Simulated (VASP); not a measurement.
Crystal: SiO2.

```xyz
12
Lattice="4.8975 0.0000 0.0000 0.0000 4.8975 0.0000 0.0000 0.0000 6.8450" Properties=species:S:1:pos:R:3 pbc="T T T"
Si    3.9130    0.9846    5.1337
Si    3.4333    3.4333    3.4225
Si    0.9846    3.9130    1.7112
Si    1.4642    1.4642    0.0000
O     0.5067    1.1749    5.6257
O     1.2739    2.9555    0.4919
O     4.3908    3.7227    2.2032
O     3.6236    1.9420    3.9144
O     2.9555    1.2739    6.3530
O     3.7227    4.3908    4.6418
O     1.9420    3.6236    2.9305
O     1.1749    0.5067    1.2193
```

* Program: VASP 6.6.1
* Task: relaxation of cell and atoms
* Functional: LDA
* Potentials or basis: VASP PAW LDA potentials, release 64 (Si, O)
* Cutoff: 840 eV
* k mesh: 6 × 6 × 4
* Occupations: gaussian, width 0.03 eV
* Spin: no spin polarisation

At the start: pressure 10.5 GPa; volume 13.68 Å³/atom.

Question: How do energy, volume and symmetry change on relaxing?

Answer: Over 24 steps the energy falls by 24.5 meV/atom and the volume is 14.25 Å³/atom (+4.2 %); space group P4_12_12 (No. 92, to 0.1 Å) before and after.

The path:
```csv
step,energy change (eV),largest force (eV/Å),pressure (GPa),volume (Å³)
1,0.0000,0.6430,10.48,164.18
2,-0.2842,0.2208,-0.04,172.40
3,-0.2664,0.6017,-0.44,172.90
4,-0.2886,0.0516,0.05,172.40
5,-0.2892,0.0183,0.15,172.38
6,-0.2893,0.0122,-0.01,172.53
7,-0.2893,0.0085,-0.04,172.54
8,-0.2894,0.0069,0.01,172.41
9,-0.2894,0.0144,-0.03,172.40
10,-0.2894,0.0134,-0.05,172.38
11,-0.2895,0.0096,-0.10,172.29
12,-0.2896,0.0082,-0.17,172.14
13,-0.2897,0.0122,-0.09,171.85
14,-0.2898,0.0088,0.05,171.32
15,-0.2899,0.0091,0.03,171.25
16,-0.2899,0.0144,-0.08,171.22
17,-0.2899,0.0057,-0.05,171.20
18,-0.2899,0.0075,-0.02,171.11
19,-0.2899,0.0078,0.02,170.99
20,-0.2899,0.0018,-0.01,171.01
21,-0.2940,0.0018,0.02,171.01
22,-0.2940,0.0063,-0.03,171.07
23,-0.2940,0.0016,0.00,171.04
24,-0.2940,0.0016,0.00,171.04
```

Final structure:
```
Si O
1.0
     4.97194    0.00000    0.00000
     0.00000    4.97194    0.00000
     0.00000    0.00000    6.91885
Si O
4 8
Direct
  0.80203 0.19797 0.75000
  0.69797 0.69797 0.50000
  0.19797 0.80203 0.25000
  0.30203 0.30203 0.00000
  0.10814 0.23840 0.81938
  0.26160 0.60814 0.06938
  0.89186 0.76160 0.31938
  0.73840 0.39186 0.56938
  0.60814 0.26160 0.93062
  0.76160 0.89186 0.68062
  0.39186 0.73840 0.43062
  0.23840 0.10814 0.18062
```

Where two steps share one volume, the run began anew on that cell with a basis built for it.
